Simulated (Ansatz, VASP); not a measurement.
# Two plane-wave programs on Hf

```xyz
2
Lattice="2.3145 0.0000 0.0000 -1.1573 2.0044 0.0000 0.0000 0.0000 4.0408" Properties=species:S:1:pos:R:3 pbc="T T T"
Hf    0.0000    1.3363    1.0102
Hf    1.1573    0.6681    3.0306
```

Change from the starting cell: volume scaled by 0.45, PAW files, source ansatz.

Alike in both runs: task single point; functional LDA; k mesh 15 × 15 × 8; occupations fermi-dirac, width 0.08 eV; no spin polarisation.

|  | VASP | Ansatz |
| --- | --- | --- |
| version | VASP 6.6.1 | Ansatz 0.2.0 |
| potentials or method | VASP PAW LDA potentials, release 64 (Hf_pv) | PAW with other files of Ansatz's library (source ansatz), scalar-relativistic |
| plane-wave cutoff (eV) | 520 | 520 |
| valence electrons in the cell | 20 | 52 |

```csv
,VASP,Ansatz,Ansatz less VASP
pressure (GPa),396.2,405.0,+8.83
"traceless stress, the component that is largest in VASP (GPa)",-0.49,-0.53,-0.034
```

LDA's correlation is that of Perdew and Zunger in VASP and of Perdew and Wang (1992) in Ansatz. Both programs put the cell under a high pressure, so it lies far from rest at this level. VASP's potentials hold 20 valence electrons a cell and Ansatz's 52, so a difference there can come from the potentials and not from the codes.

Neither program's run includes spin-orbit coupling. Noted on VASP's run: the cell as given lies far from equilibrium.
